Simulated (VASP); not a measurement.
The system is InSb3.

```
Sb In
1.0
     4.80637    0.00000    0.00000
     0.00000    4.80637    0.00000
     0.00000    0.00000    4.80637
Sb In
3 1
Cartesian
  2.4032 2.4032 0.0000
  0.0000 2.4032 2.4032
  2.4032 0.0000 2.4032
  0.0000 0.0000 0.0000
```

```yaml
Program: VASP 6.6.1
Task: relaxation of cell and atoms
Functional: PBEsol
Dispersion: D3(BJ)
Potentials_or_basis: VASP PAW PBE potentials, release 64 (Sb, In_d)
Cutoff: 600 eV
k_mesh: 6 × 6 × 6
Occupations: fermi-dirac, width 0.05 eV
Spin: no spin polarisation
```

At the start: pressure -5.4 GPa; volume 27.76 Å³/atom.

Problem. How do energy, volume and symmetry change on relaxing?

Solution. Over 3 steps the energy falls by 48.9 meV/atom and the volume is 25.12 Å³/atom (-9.5 %); space group Pm-3m (No. 221, to 0.1 Å) before and after.

Step by step:
```csv
step,energy change (eV),largest force (eV/Å),pressure (GPa),volume (Å³)
1,0.0000,0.0000,-5.42,111.03
2,-0.1614,0.0000,2.94,96.62
3,-0.1957,0.0000,0.01,100.49
```

Final structure:
```xyz
4
Lattice="4.6492 0.0000 0.0000 0.0000 4.6492 0.0000 0.0000 0.0000 4.6492" Properties=species:S:1:pos:R:3 pbc="T T T"
Sb    2.3246    2.3246    0.0000
Sb    0.0000    2.3246    2.3246
Sb    2.3246    0.0000    2.3246
In    0.0000    0.0000    0.0000
```

Caveat: the PAW data sets were made with another functional, which shifts forces and pressure a little.
